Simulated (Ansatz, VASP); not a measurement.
# One calculation of Ge7Au, two programs

```
Ge Au
1.0
     5.98511    0.00000    0.00000
     0.00000    5.98511    0.00000
     0.00000    0.00000    5.98511
Ge Au
7 1
Direct
  0.25039 0.25039 0.25039
  0.00000 0.50000 0.50000
  0.50000 0.50000 0.00000
  0.50000 0.00000 0.50000
  0.74961 0.25039 0.74961
  0.74961 0.74961 0.25039
  0.25039 0.74961 0.74961
  0.00000 0.00000 0.00000
```

Alike in both runs: functional PBE; k mesh 8 × 8 × 8; occupations gaussian, width 0.1 eV; no spin polarisation.

Ansatz relaxed the structure, and its values are those at the end. VASP's run is a single point on that final structure, the one shown.

|  | VASP | Ansatz |
| --- | --- | --- |
| version | VASP 6.6.1 | Ansatz 0.2.0 |
| potentials or method | VASP PAW PBE potentials, release 64 (Ge_d, Au), cutoff 520 eV | scalar-relativistic, plane waves, PAW |
| valence electrons in the cell | 109 | 117 |

```tsv
	VASP	Ansatz	Ansatz less VASP
gap on the k mesh at the Fermi level (eV)	none	none	-
pressure (GPa)	-4.4	-4.4	+0.02
rms of the force components (eV/Å)	0.005	0.004	-0.0008
```

A gap of «none» marks a metal or a gap that the smearing closes. VASP's potentials hold 109 valence electrons a cell and Ansatz's 117, so a difference there can come from the potentials and not from the codes. Ansatz's warnings: stress scf threshold loose.

Neither program's run includes spin-orbit coupling.
